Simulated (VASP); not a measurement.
Write the native input for VASP 6.6.1 that does the following.

- Task: single point
- Functional: PBE
- Potentials or basis: VASP PAW PBE potentials, release 64 (Ga_d, As)
- Cutoff: 520 eV
- k mesh: 12 × 12 × 6
- Occupations: gaussian, width 0.1 eV
- Spin: no spin polarisation
- Dipole correction: no
- Further INCAR settings: ALGO = Fast; EDIFF = 1e-06; NBANDS = 32

The structure of Ga3As2 lies in POSCAR:

```
Ga3As2
1.0
    4.3670730214      0.0000000000      0.0000000000
   -2.1835365107      3.7819961767      0.0000000000
    0.0000000000      0.0000000000      6.6868796017
Ga As
3 2
Direct
    0.0000000000      0.0000000000      0.0000000000
    0.3333333333      0.6666666667      0.6446277899
    0.6666666667      0.3333333333      0.3553722101
    0.3333333333      0.6666666667      0.2431999898
    0.6666666667      0.3333333333      0.7568000102
```

These files were run (other wordings do the same):

INCAR

```
SYSTEM = Ga3As2
ALGO = Fast ; EDIFF = 1E-6
ENCUT = 520 ; GGA = PE
ISIF = 2 ; ISMEAR = 0
LASPH = .TRUE. ; LCHARG = .TRUE.
LELF = .TRUE. ; LREAL = .FALSE.
LVHAR = .TRUE. ; LWAVE = .FALSE.
NBANDS = 32 ; NELM = 100
PREC = Accurate ; SIGMA = 0.1
```

KPOINTS

```
k-points
0
G
  12 12 6
  0 0 0
```

Potentials or basis: VASP PAW PBE potentials, release 64 (Ga_d, As).

Command:

```console
$ cat potpaw_PBE.64/Ga_d/POTCAR potpaw_PBE.64/As/POTCAR > POTCAR
$ mpirun -np 1 vasp_std > vasp.out
```

It gave:

- Pressure: 0.1 GPa
- Largest force: 0.021 eV/Å
- Band gap on the k mesh: zero (an odd number of electrons rules out a gap without spin polarisation)

It took 6.4 min on 1 thread of Intel Xeon 8259CL, with other jobs on the host, peak memory 0.43 GiB.
